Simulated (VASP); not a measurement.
# ZnSn2O8 (a cell with a defect) in VASP: notebook

The runs below take ZnSn2O8 (a cell with a defect) through single point, with PBE.

Program: VASP 6.6.1. These are calculated values, not measurements. Logs are shortened: lines on timing, memory, paths and dates and some standing lists are left out, and cuts for length are marked.

**1. The cell of the first run**

The cell holds a defect, 11 atoms: a = 5.813 Å, b = 5.813 Å, c = 5.813 Å, α = 108.08°, β = 108.08°, γ = 112.29°.

**2. Single point, PBE (atoms taken out, then relaxed in part)**

File INCAR:

```
SYSTEM = ZnSn2O8
PREC = Accurate ; ENCUT = 520
EDIFF = 1E-6 ; ISMEAR = 0
SIGMA = 0.02 ; LREAL = .False.
LASPH = .True. ; NELM = 80
ALGO = Normal ; ISIF = 2
LWAVE = .False. ; LCHARG = .False.
GGA = PE ; NBANDS = 55
```

File KPOINTS:

```
regular mesh
0
Gamma
  3 3 3
  0 0 0
```

File POSCAR:

```
ZnSn2O8
1.0
    0.0000000000      4.8271903452     -3.2381522545
    0.0000000000     -4.8271903452     -3.2381522545
   -4.8271903452      0.0000000000      3.2381522545
Zn Sn O
1 2 8
Direct
    0.2500000000      0.7500000000      0.5000000000
    0.0025771702      0.0025771702      0.0000000000
    0.4974228298      0.4974228298      0.0000000000
    0.5615190701      0.7500000000      0.8115190701
    0.0520490396      0.2500000000      0.8020490396
    0.9384809299      0.7500000000      0.1884809299
    0.4479509604      0.2500000000      0.1979509604
    0.4673085299      0.1624253790      0.6951168491
    0.0326914701      0.7278083192      0.6951168491
    0.4673085299      0.7721916808      0.3048831509
    0.0326914701      0.3375746210      0.3048831509
```

Potentials or basis: VASP PAW PBE potentials, release 64 (Zn, Sn_d, O).

On the command line:

```bash
> cat potpaw_PBE.64/Zn/POTCAR potpaw_PBE.64/Sn_d/POTCAR potpaw_PBE.64/O/POTCAR > POTCAR
> mpirun -np 1 vasp_std > vasp.out
```

OUTCAR:

```text
SYSTEM = ZnSn2O8
   PREC = Accurate
   ENCUT = 520
   EDIFF = 1E-6
   ISMEAR = 0
   LREAL = .False.
   LASPH = .True.
   NELM = 80
   ISIF = 2
   GGA = PE

 ion  position               nearest neighbor table
   1  0.250  0.750  0.500-   8 1.94  11 1.94  10 1.94   9 1.94   4 2.13   6 2.13
   2  0.003  0.003  0.000-   4 2.08   6 2.08   9 2.09  11 2.09   5 2.10   7 2.10   3 3.20   3 3.27

   3  0.497  0.497  0.000-   6 2.08   4 2.08  10 2.09   8 2.09   5 2.10   7 2.10   2 3.20   2 3.27

   4  0.562  0.750  0.812-   2 2.08   3 2.08   1 2.13
   5  0.052  0.250  0.802-   2 2.10   3 2.10
   6  0.938  0.750  0.188-   3 2.08   2 2.08   1 2.13
   7  0.448  0.250  0.198-   2 2.10   3 2.10
   8  0.467  0.162  0.695-   1 1.94   3 2.09
   9  0.033  0.728  0.695-   1 1.94   2 2.09
  10  0.467  0.772  0.305-   1 1.94   3 2.09
  11  0.033  0.338  0.305-   1 1.94   2 2.09

  LATTYP: Found a body centered tetragonal cell.
 ALAT       =     6.8266780543
 C/A-ratio  =     0.9486758358

  Lattice vectors:

 A1 = (   0.0000000000,   4.8271903452,  -3.2381522545)
 A2 = (   0.0000000000,  -4.8271903452,  -3.2381522545)
 A3 = (  -4.8271903452,   0.0000000000,   3.2381522545)

Analysis of symmetry for initial positions (statically):
=====================================================================
 Subroutine PRICEL returns:
 Original cell was already a primitive cell.

 Routine SETGRP: Setting up the symmetry group for a
 body centered tetragonal supercell.

 Subroutine GETGRP returns: Found  8 space group operations
 (whereof  4 operations were pure point group operations)
 out of a pool of 16 trial point group operations.

The static configuration has the point symmetry C_2v.
 The point group associated with its full space group is D_2h.

Analysis of symmetry for dynamics (positions and initial velocities):
=====================================================================
 Subroutine PRICEL returns:
 Original cell was already a primitive cell.

 Routine SETGRP: Setting up the symmetry group for a
 body centered tetragonal supercell.

 Subroutine GETGRP returns: Found  8 space group operations
 (whereof  4 operations were pure point group operations)
 out of a pool of 16 trial point group operations.

The dynamic configuration has the point symmetry C_2v.
 The point group associated with its full space group is D_2h.

 Subroutine INISYM returns: Found  8 space group operations
 (whereof  4 operations are pure point group operations),
 and found     1 'primitive' translations

----------------------------------------------------------------------------------------

                                     Primitive cell

  volume of cell :     150.9093

  direct lattice vectors                    reciprocal lattice vectors
     0.000000000  4.827190345 -3.238152255    -0.103579922  0.103579922 -0.154409046
     0.000000000 -4.827190345 -3.238152255    -0.103579922 -0.103579922 -0.154409046
    -4.827190345  0.000000000  3.238152255    -0.207159844  0.000000000  0.000000000

  length of vectors
     5.812692720  5.812692720  5.812692720     0.212837389  0.212837389  0.207159844

  position of ions in fractional coordinates (direct lattice)
     0.250000000  0.750000000  0.500000000
     0.002577170  0.002577170  0.000000000
     0.497422830  0.497422830  0.000000000
     0.561519070  0.750000000  0.811519070
     0.052049040  0.250000000  0.802049040
     0.938480930  0.750000000  0.188480930
     0.447950960  0.250000000  0.197950960
     0.467308530  0.162425379  0.695116849
     0.032691470  0.727808319  0.695116849
     0.467308530  0.772191681  0.304883151
     0.032691470  0.337574621  0.304883151

  ion indices of the primitive-cell ions
   primitive index   ion index
                 1           1
                 2           2
                 3           3
                 4           4
                 5           5
                 6           6
                 7           7
                 8           8
                 9           9
                10          10
[... 62 lines left out ...]
      2     -19.0977      2.00000
      3     -18.9225      2.00000
      4     -18.7943      2.00000
      5     -18.5575      2.00000
      6     -18.4576      2.00000
[... 47 lines left out ...]
     54      11.3172      0.00000
     55      11.8900      0.00000

 k-point     4 :       0.3333    0.3333   -0.0000
  band No.  band energies     occupation
      1     -19.1429      2.00000
      2     -19.1077      2.00000
      3     -18.9158      2.00000
      4     -18.7967      2.00000
      5     -18.5587      2.00000
      6     -18.4571      2.00000
[... 47 lines left out ...]
     54      11.4916      0.00000
     55      12.1867      0.00000

 k-point     5 :      -0.3333    0.3333    0.0000
  band No.  band energies     occupation
      1     -19.2913      2.00000
      2     -19.2056      2.00000
      3     -18.8470      2.00000
      4     -18.5965      2.00000
      5     -18.5799      2.00000
      6     -18.4786      2.00000
[... 47 lines left out ...]
     54      12.1889      0.00000
     55      12.2037      0.00000

 k-point     6 :      -0.3333    0.3333    0.3333
  band No.  band energies     occupation
      1     -19.2867      2.00000
      2     -19.2191      2.00000
      3     -18.8438      2.00000
      4     -18.5983      2.00000
      5     -18.5801      2.00000
      6     -18.4778      2.00000
[... 47 lines left out ...]
     54      12.0167      0.00000
     55      12.2402      0.00000

 k-point     7 :       0.3333   -0.3333    0.3333
  band No.  band energies     occupation
      1     -19.2885      2.00000
      2     -19.2224      2.00000
      3     -18.8479      2.00000
      4     -18.6011      2.00000
      5     -18.5801      2.00000
      6     -18.4769      2.00000
[... 47 lines left out ...]
     54      11.5585      0.00000
     55      12.0538      0.00000

 k-point     8 :      -0.3333   -0.3333    0.3333
  band No.  band energies     occupation
      1     -19.1384      2.00000
      2     -19.1251      2.00000
      3     -18.9152      2.00000
      4     -18.7973      2.00000
      5     -18.5613      2.00000
      6     -18.4555      2.00000
[... 47 lines left out ...]
     54      11.2706      0.00000
     55      11.7277      0.00000

------------------------ aborting loop because EDIFF is reached ----------------------------------------

  FORCE on cell =-STRESS in cart. coord.  units (eV):
  Direction    XX          YY          ZZ          XY          YZ          ZX
  --------------------------------------------------------------------------------------
  -------------------------------------------------------------------------------------
  Total       -1.8286635     -1.8286635     -1.4608719     -0.4325886      0.0000000      0.0000000
  in kB      -19.4145917    -19.4145917    -15.5098149     -4.5927158      0.0000000      0.0000000
  external PRESSURE =     -18.1129994 kB  Pullay stress =       0.0000000 kB

 VOLUME and BASIS-vectors are now :
 -----------------------------------------------------------------------------
  energy-cutoff  :      520.00
  volume of cell :      150.91
      direct lattice vectors                 reciprocal lattice vectors
     0.000000000  4.827190345 -3.238152255    -0.103579922  0.103579922 -0.154409046
     0.000000000 -4.827190345 -3.238152255    -0.103579922 -0.103579922 -0.154409046
    -4.827190345  0.000000000  3.238152255    -0.207159844  0.000000000  0.000000000

 POSITION                                       TOTAL-FORCE (eV/Angst)
 -----------------------------------------------------------------------------------
     -2.41360     -2.41360     -1.61908         0.000000     -0.000000     -0.000000
      0.00000      0.00000     -0.01669         0.000000     -0.000000      0.038686
      0.00000      0.00000     -3.22146         0.000000     -0.000000     -0.038686
     -3.91736     -0.90983     -1.61908         0.021092     -0.021092     -0.000000
     -3.87164     -0.95555      1.61908         0.043113     -0.043113     -0.000000
     -0.90983      0.90983     -4.85723        -0.021092      0.021092     -0.000000
     -0.95555      0.95555     -1.61908        -0.043113      0.043113     -0.000000
     -3.35546      1.47173      0.21172        -0.031852     -0.031852     -0.073822
     -3.35546     -3.35546     -0.21172        -0.031852     -0.031852      0.073822
     -1.47173     -1.47173     -3.02643         0.031852      0.031852     -0.073822
     -1.47173     -1.47173     -0.21172         0.031852      0.031852      0.073822
 -----------------------------------------------------------------------------------
    total drift:                                0.000000     -0.000000     -0.000000

  FREE ENERGIE OF THE ION-ELECTRON SYSTEM (eV)
  ---------------------------------------------------
  free  energy   TOTEN  =       -51.2904830137 eV

  energy  without entropy=      -51.2805469997  energy(sigma->0) =      -51.28551501
```

It took 4 min on 1 thread of Intel Xeon 8259CL, shared host; peak memory 0.35 GiB.

What came out:

| Property | Result |
| --- | --- |
| Free energy | -51.2905 eV |
| Pressure | -1.8 GPa |
| Largest force | 0.086 eV/Å |
| Band gap on the k mesh | zero (bands 44 and 45 overlap by 0.24 eV) |

Forces on the atoms (eV/Å):
```
Zn   0.000  0.000  0.000
Sn   0.000  0.000  0.039
Sn   0.000  0.000 -0.039
O    0.021 -0.021  0.000
O    0.043 -0.043  0.000
O   -0.021  0.021  0.000
O   -0.043  0.043  0.000
O   -0.032 -0.032 -0.074
O   -0.032 -0.032  0.074
O    0.032  0.032 -0.074
O    0.032  0.032  0.074
```

Levels at points of the mesh, in eV from the Fermi level:
```tsv
k point	band 39	band 40	band 41	band 42	band 43	band 44	band 45	band 46	band 47	band 48
(0.00, 0.00, 0.00)	-0.47	-0.39	-0.30	-0.25	-0.21	0.05	0.17	0.18	0.39	3.11
```

Caveat: the k points lie up to 0.45 Å⁻¹ apart; the cell differs from its parent crystal (atoms taken out, then relaxed in part); spin-orbit coupling is left out, which moves the levels of the heavy elements.

**3. Single point, PBE (atoms taken out, then relaxed in part)**

File INCAR:

```
PREC = Accurate ; ENCUT = 520
EDIFF = 1E-6 ; ISMEAR = 0
SIGMA = 0.02 ; LREAL = F
LASPH = T ; NELM = 60
ALGO = Normal ; ISIF = 2
LWAVE = F ; LCHARG = F
GGA = PE ; NBANDS = 55
```

File KPOINTS:

```
regular mesh
0
Gamma
  3 3 3
```

File POSCAR:

```
ZnSn2O8
1.0
    0.0000000000      4.8271903452     -3.2381522545
    0.0000000000     -4.8271903452     -3.2381522545
   -4.8271903452      0.0000000000      3.2381522545
Zn Sn O
1 2 8
Direct
   -0.2500000000      0.2500000000      0.5000000000
   -0.0025751032     -0.0025751032      0.0000000000
    0.5025751032      0.5025751032      0.0000000000
    0.5520505501      0.7500000000      0.8020505501
    0.0615161638      0.2500000000      0.8115161638
    0.9479494499      0.7500000000      0.1979494499
    0.4384838362      0.2500000000      0.1884838362
    0.5326911462      0.2278080627      0.6951169165
   -0.0326911462      0.6624257702      0.6951169165
    0.5326911462      0.8375742298      0.3048830835
   -0.0326911462      0.2721919373      0.3048830835
```

Potentials or basis: VASP PAW PBE potentials, release 64 (Zn, Sn_d, O).

On the command line:

```bash
> cat potpaw_PBE.64/Zn/POTCAR potpaw_PBE.64/Sn_d/POTCAR potpaw_PBE.64/O/POTCAR > POTCAR
> mpirun -np 1 vasp_std > vasp.out
```

It took 4 min on 1 thread of Intel Xeon 8259CL, shared host; peak memory 0.35 GiB.

Results (log left out):

- Free energy: -51.2905 eV
- Pressure: -1.8 GPa
- Largest force: 0.086 eV/Å
- Band gap on the k mesh: zero (bands 44 and 45 overlap by 0.24 eV)

Forces in eV/Å, atoms in the order of the input:
```
Zn   0.000  0.000  0.000
Sn   0.000  0.000 -0.038
Sn   0.000  0.000  0.038
O    0.043 -0.043  0.000
O    0.021 -0.021  0.000
O   -0.043  0.043  0.000
O   -0.021  0.021  0.000
O   -0.032 -0.032  0.074
O   -0.032 -0.032 -0.074
O    0.032  0.032  0.074
O    0.032  0.032 -0.074
```

Stress tensor (GPa, compression positive):
```
-1.94 -0.46  0.00
-0.46 -1.94  0.00
 0.00  0.00 -1.55
```

Levels at points of the mesh, in eV from the Fermi level:
```tsv
k point	band 40	band 41	band 42	band 43	band 44	band 45	band 46	band 47
(0.00, 0.00, 0.00)	-0.39	-0.30	-0.25	-0.21	0.05	0.17	0.18	0.39
```

Caveat: the k points lie up to 0.45 Å⁻¹ apart; the cell differs from its parent crystal (atoms taken out, then relaxed in part); spin-orbit coupling is left out, which moves the levels of the heavy elements.

**4. Single point, PBE**

File INCAR:

```
PREC = Accurate
ENCUT = 520
EDIFF = 1E-6
ISMEAR = 0
SIGMA = 0.02
LREAL = F
LASPH = T
NELM = 60
ALGO = Normal
ISIF = 2
LWAVE = F
LCHARG = T
GGA = PE
LELF = T
LVHAR = T
NBANDS = 55
```

File KPOINTS:

```
Automatic mesh
0
Gamma
  3 3 3
```

File POSCAR:

```
ZnSn2O8
1.0
    0.0000000000      4.8271903452     -3.2381522545
    0.0000000000     -4.8271903452     -3.2381522545
   -4.8271903452      0.0000000000      3.2381522545
Zn Sn O
1 2 8
Direct
    0.2499999804      0.7499999446      0.4999999642
    0.0025772414      0.0025772414      0.0000000000
    0.4974228737      0.4974228737      0.0000000000
    0.5615190820      0.7499999446      0.8115190659
    0.0520490162      0.2499999839      0.8020489608
    0.9384808036      0.7499999411      0.1884808626
    0.4479509480      0.2499999804      0.1979509677
    0.4673084811      0.1624253307      0.6951167781
    0.0326914832      0.7278082613      0.6951167781
    0.4673084775      0.7721916279      0.3048831504
    0.0326914832      0.3375746336      0.3048831504
```

On the command line:

```bash
> cat potpaw_PBE.64/Zn/POTCAR potpaw_PBE.64/Sn_d/POTCAR potpaw_PBE.64/O/POTCAR > POTCAR
> mpirun -np 1 vasp_std > vasp.out
```

Wall time 4.7 min (1 thread of Intel Xeon 8259CL, shared host); peak memory 0.35 GiB.

Results (log left out):

```yaml
Free_energy: -51.2905 eV
Pressure: -1.8 GPa
Largest_force: 0.086 eV/Å
Band_gap_on_the_k_mesh: zero (bands 44 and 45 overlap by 0.24 eV)
```

Forces on the atoms (eV/Å):
```
Zn   0.000  0.000  0.000
Sn   0.000  0.000  0.039
Sn   0.000  0.000 -0.039
O    0.021 -0.021  0.000
O    0.043 -0.043  0.000
O   -0.021  0.021  0.000
O   -0.043  0.043  0.000
O   -0.032 -0.032 -0.074
O   -0.032 -0.032  0.074
O    0.032  0.032 -0.074
O    0.032  0.032  0.074
```

Stress tensor (GPa, compression positive):
```
-1.94 -0.46  0.00
-0.46 -1.94  0.00
 0.00  0.00 -1.55
```

Levels at points of the mesh, in eV from the Fermi level:
| k point | band 40 | band 41 | band 42 | band 43 | band 44 | band 45 | band 46 | band 47 |
| --- | --- | --- | --- | --- | --- | --- | --- | --- |
| (0.00, 0.00, 0.00) | -0.39 | -0.30 | -0.25 | -0.21 | 0.05 | 0.17 | 0.18 | 0.39 |

Caveat: the k points lie up to 0.45 Å⁻¹ apart; spin-orbit coupling is left out, which moves the levels of the heavy elements.

**5. Single point, PBE**

File INCAR:

```
SYSTEM = ZnSn2O8
PREC = Accurate ; ENCUT = 520
EDIFF = 1E-6 ; ISMEAR = 0
SIGMA = 0.02 ; LREAL = .FALSE.
LASPH = .TRUE. ; NELM = 80
ALGO = Normal ; ISIF = 2
LWAVE = .FALSE. ; LCHARG = .FALSE.
GGA = PE ; NBANDS = 55
```

File KPOINTS:

```
Automatic mesh
0
G
  3 3 3
  0 0 0
```

File POSCAR:

```
ZnSn2O8
1.0
    0.0000000000      4.8271903452     -3.2381522545
    0.0000000000     -4.8271903452     -3.2381522545
   -4.8271903452      0.0000000000      3.2381522545
Zn Sn O
1 2 8
Direct
   -0.2499999804      0.2499999839      0.4999999642
   -0.0025750797     -0.0025750797      0.0000000000
    0.5025750404      0.5025750404      0.0000000000
    0.5520505306      0.7500000482      0.8020506181
    0.0615162211      0.2499999839      0.8115161657
    0.9479494586      0.7499999411      0.1979495176
    0.4384837431      0.2499999804      0.1884837628
    0.5326912422      0.2278080918      0.6951169853
   -0.0326911744      0.6624258109      0.6951169853
    0.5326911351      0.8375742855      0.3048831504
   -0.0326911744      0.2721919760      0.3048831504
```

On the command line:

```bash
> cat potpaw_PBE.64/Zn/POTCAR potpaw_PBE.64/Sn_d/POTCAR potpaw_PBE.64/O/POTCAR > POTCAR
> mpirun -np 1 vasp_std > vasp.out
```

Wall time 4.6 min (1 thread of Intel Xeon 8259CL, shared host); peak memory 0.35 GiB.

Results (log left out):

| Property | Result |
| --- | --- |
| Free energy | -51.2905 eV |
| Pressure | -1.8 GPa |
| Largest force | 0.086 eV/Å |
| Band gap on the k mesh | zero (bands 44 and 45 overlap by 0.24 eV) |

Forces in eV/Å, atoms in the order of the input:
```
Zn   0.000  0.000  0.000
Sn   0.000  0.000 -0.038
Sn   0.000  0.000  0.038
O    0.043 -0.043  0.000
O    0.021 -0.021  0.000
O   -0.043  0.043  0.000
O   -0.021  0.021  0.000
O   -0.032 -0.032  0.074
O   -0.032 -0.032 -0.074
O    0.032  0.032  0.074
O    0.032  0.032 -0.074
```

Stress tensor (GPa, compression positive):
```
-1.94 -0.46  0.00
-0.46 -1.94  0.00
 0.00  0.00 -1.55
```

Levels at points of the mesh, in eV from the Fermi level:
| k point | band 40 | band 41 | band 42 | band 43 | band 44 | band 45 | band 46 | band 47 |
| --- | --- | --- | --- | --- | --- | --- | --- | --- |
| (0.00, 0.00, 0.00) | -0.39 | -0.30 | -0.25 | -0.21 | 0.05 | 0.17 | 0.18 | 0.39 |

Caveat: the k points lie up to 0.45 Å⁻¹ apart; spin-orbit coupling is left out, which moves the levels of the heavy elements.

**6. Single point, PBE**

File INCAR:

```
  PREC = Accurate
  ENCUT = 520
  EDIFF = 1E-6
  ISMEAR = 0
  SIGMA = 0.02
  LREAL = F
  LASPH = T
  NELM = 80
  ALGO = Normal
  ISIF = 2
  LWAVE = F
  LCHARG = F
  GGA = PE
  NBANDS = 55
```

File KPOINTS:

```
regular mesh
0
Gamma
  3 3 3
```

File POSCAR:

```
ZnSn2O8
1.0
    0.0000000000      4.8271903452     -3.2381522545
    0.0000000000     -4.8271903452     -3.2381522545
   -4.8271903452      0.0000000000      3.2381522545
Zn Sn O
1 2 8
Direct
    0.0000001544      0.4999920394      0.4999918850
    0.0000015441     -0.0000067423     -0.0000082864
    0.5000016592      0.5000157461      0.0000140869
    0.5419770200      0.7432558034      0.7987155518
    0.0554628874      0.2567420851      0.7987157589
    0.9445404346      0.7432558507      0.2012787834
    0.4580262511      0.2567418744      0.2012789906
    0.4999945618      0.1962889080      0.6962948961
    0.0000005141      0.7361995752      0.7361988540
    0.4999940912      0.8037291618      0.3037344491
    0.0000006176      0.2637855337      0.2637849161
```

Potentials or basis: VASP PAW PBE potentials, release 64 (Zn, Sn_d, O).

On the command line:

```bash
> cat potpaw_PBE.64/Zn/POTCAR potpaw_PBE.64/Sn_d/POTCAR potpaw_PBE.64/O/POTCAR > POTCAR
> mpirun -np 1 vasp_std > vasp.out
```

It took 4.7 min on 1 thread of Intel Xeon 8259CL, shared host; peak memory 0.36 GiB.

Results (log left out):

- Free energy: -47.7565 eV
- Pressure: 10.8 GPa
- Largest force: 0.363 eV/Å
- Band gap on the k mesh: zero (bands 44 and 45 overlap by 0.18 eV)

Forces on the atoms (eV/Å):
```
Zn   0.000  0.000  0.000
Sn   0.000  0.000  0.000
Sn  -0.001 -0.001  0.000
O    0.029 -0.029 -0.011
O    0.029 -0.029  0.011
O   -0.029  0.029 -0.011
O   -0.029  0.029  0.011
O    0.049  0.049  0.000
O   -0.257 -0.257  0.000
O   -0.049 -0.049  0.000
O    0.257  0.257  0.000
```

Stress tensor (GPa, compression positive):
```
16.92 19.72  0.00
19.72 16.92  0.00
 0.00  0.00 -1.37
```

Levels at points of the mesh, in eV from the Fermi level:
| k point | band 40 | band 41 | band 42 | band 43 | band 44 | band 45 | band 46 | band 47 | band 48 | band 49 |
| --- | --- | --- | --- | --- | --- | --- | --- | --- | --- | --- |
| (0.00, 0.00, 0.00) | -0.09 | -0.09 | -0.06 | -0.01 | 0.00 | 0.10 | 0.37 | 0.45 | 3.69 | 6.01 |

Caveat: the k points lie up to 0.45 Å⁻¹ apart; spin-orbit coupling is left out, which moves the levels of the heavy elements.
